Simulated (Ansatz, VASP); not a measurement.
## One calculation of Ga, two programs

```xyz
1
Lattice="-1.6326 1.6326 1.6326 1.6326 -1.6326 1.6326 1.6326 1.6326 -1.6326" Properties=species:S:1:pos:R:3 pbc="T T T"
Ga    0.0000    0.0000    0.0000
```

Alike in both runs: functional LDA; k mesh 17 × 17 × 17; occupations fermi-dirac, width 0.08 eV; no spin polarisation.

Ansatz relaxed the structure, and its values are those at the end. VASP's run is a single point on that final structure, the one shown.

|  | VASP | Ansatz |
| --- | --- | --- |
| version | VASP 6.6.1 | Ansatz 0.2.0 |
| potentials or method | VASP PAW LDA potentials, release 64 (Ga_d) | PAW with Ansatz's default frozen-core files, scalar-relativistic |
| plane-wave cutoff (eV) | 520 | 420 |
| valence electrons in the cell | 13 | 13 |

VASP gave:

| Item | Value |
| --- | --- |
| pressure (GPa) | 0.1 |

Question: Estimate Ansatz's values.

Answer: Pressure (GPa): 0.0.

LDA's correlation is that of Perdew and Zunger in VASP and of Perdew and Wang (1992) in Ansatz.
